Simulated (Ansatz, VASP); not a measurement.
Zn: VASP beside Ansatz

INCAR

```
PREC = Accurate ; ENCUT = 520
EDIFF = 1E-7 ; ISMEAR = -1
SIGMA = 0.1 ; LREAL = False
LASPH = True ; NELM = 100
ALGO = Normal ; ISIF = 2
LWAVE = False ; LCHARG = True
LDIPOL = True ; IDIPOL = 3
DIPOL = 0.5 0.5 0.500 ; GGA = PS
LELF = True ; LVHAR = True
LVACPOTAV = True ; NBANDS = 32
```

KPOINTS

```
Automatic mesh
0
Gamma
  16 16 1
```

The input POSCAR:

```
Zn
1.0
    2.5896975869      0.0000000000      0.0000000000
   -1.2948487935      2.2427438984      0.0000000000
    0.0000000000      0.0000000000     23.3765000000
Zn
4
Direct
    0.8333333330      0.1666666670      0.3422250850
    0.1666666670      0.8333333330      0.4474083619
    0.8333333330      0.1666666670      0.5525916381
    0.1666666670      0.8333333330      0.6577749150
```

Input for Ansatz:

```yaml
crystal:
  lattice:
    - [2.5896975869, 0.0, 0.0]
    - [-1.2948487935, 2.2427438984, 0.0]
    - [0.0, 0.0, 23.3765]
  atoms:
    - { symbol: Zn, position: [0.833333333, 0.166666667, 0.342225085] }
    - { symbol: Zn, position: [0.166666667, 0.833333333, 0.4474083619] }
    - { symbol: Zn, position: [0.833333333, 0.166666667, 0.5525916381] }
    - { symbol: Zn, position: [0.166666667, 0.833333333, 0.657774915] }
kpoints:
  mp_grid: { grid: [16, 16, 1] }
scf:
  occupations: { method: fermi_dirac, width: 0.1 }
hamiltonian:
  xc: pbesol
  pseudopotentials: { kind: paw }
output:
  forces: true
  stress: true
  eigenvalues: true
  populations: true
efield:
  axis: 3
  amplitude: 0
  dipole_correction: true
```

Alike in both runs: task single point; functional PBEsol; k mesh 16 × 16 × 1; occupations fermi-dirac, width 0.1 eV; no spin polarisation.

|  | VASP | Ansatz |
| --- | --- | --- |
| version | VASP 6.6.1 | Ansatz 0.2.0 |
| potentials or method | VASP PAW PBE potentials, release 64 (Zn) | PAW with Ansatz's default frozen-core files, scalar-relativistic |
| plane-wave cutoff (eV) | 520 | 420 |
| valence electrons in the cell | 48 | 48 |

```csv
,VASP,Ansatz,Ansatz less VASP
rms of the force components (eV/Å),0.073,0.075,+0.0016
```

VASP's potentials were made for PBE, not for PBEsol. Atom by atom the forces differ by 0.004 eV/Å (rms over components). The functional is the same, so the differences come from potentials, cutoffs and numerics.
